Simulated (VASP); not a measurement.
The system is C.

```
CELL_PARAMETERS angstrom
2.50497 0.00000 0.00000
-1.25249 2.16937 0.00000
0.00000 0.00000 4.11898
ATOMIC_POSITIONS crystal
C 0.33333 0.66667 0.99971
C 0.66667 0.33333 0.49971
C 0.33333 0.66667 0.37429
C 0.66667 0.33333 0.87429
```

This cell differs from its parent crystal: strained cell.

Base run:

- Program: VASP 6.6.1
- Functional: PBEsol
- Potentials or basis: VASP PAW PBE potentials, release 64 (C_h)
- Cutoff: 910 eV
- k mesh: 9 × 9 × 6
- Occupations: gaussian, width 0.02 eV
- Spin: no spin polarisation

Its results: band gap on the k mesh 3.05 eV, indirect (least direct gap 4.78 eV); pressure 2.5 GPa.

The run is repeated on the same cell with these changes: potentials or basis from VASP PAW PBE potentials, release 64 (C_h) to VASP PAW PBE potentials, release 64 (C); cutoff from 910 eV to 520 eV; further incar settings from ALGO = Normal; EDIFF = 1e-06; NBANDS = 16 to ALGO = Normal; EDIFF = 1e-07; NBANDS = 16. What comes out?

Band gap on the k mesh 3.05 eV, indirect (least direct gap 4.77 eV); pressure 3.7 GPa.

Caveats: the PAW data sets were made with another functional, which shifts forces and pressure a little; the cutoff is under 1.25 times the usual one of these potentials, so pressure, stress and relaxed cells hold a basis-set (Pulay) error (some runs).

A k mesh can miss the band edges.
